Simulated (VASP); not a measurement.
Set up this calculation in VASP 6.6.1, as the native input.

```yaml
Task: single point
Functional: LDA
Potentials_or_basis: VASP PAW LDA potentials, release 64 (Li_sv, H)
Cutoff: 520 eV
k_mesh: 10 × 10 × 10
Occupations: gaussian, width 0.05 eV
Spin: no spin polarisation
Dipole_correction: no
Further_INCAR_settings: ALGO = Normal; EDIFF = 1e-07; NBANDS = 9
```

The structure of LiH lies in POSCAR:

```
LiH
1.0
    0.0000000000      2.0325000000      2.0325000000
    2.0325000000      0.0000000000      2.0325000000
    2.0325000000      2.0325000000      0.0000000000
Li H
1 1
Direct
    0.0000000000      0.0000000000      0.0000000000
    0.5035507397      0.5035507397      0.5035507397
```

One way to write it, as run:

INCAR

```
SYSTEM = LiH
PREC = Accurate ; ENCUT = 520
EDIFF = 1E-7 ; ISMEAR = 0
SIGMA = 0.05 ; LREAL = .FALSE.
LASPH = .TRUE. ; NELM = 60
ALGO = Normal ; ISIF = 2
LWAVE = .FALSE. ; LCHARG = .FALSE.
GGA = CA ; NBANDS = 9
```

KPOINTS

```
Automatic mesh
0
G
  10 10 10
  0 0 0
```

Potentials or basis: VASP PAW LDA potentials, release 64 (Li_sv, H).

The run is started by

```sh
$ cat potpaw_LDA.64/Li_sv/POTCAR potpaw_LDA.64/H/POTCAR > POTCAR
$ mpirun -np 1 vasp_std > vasp.out
```

Results of the run:

* Largest force: 0.023 eV/Å
* Band gap on the k mesh: 2.65 eV

It took 9 s on 1 thread of Intel(R) Xeon(R) Platinum 8259CL CPU @ 2.50GHz (Skylake/Cascade Lake), with other jobs on the host, peak memory 0.13 GiB.
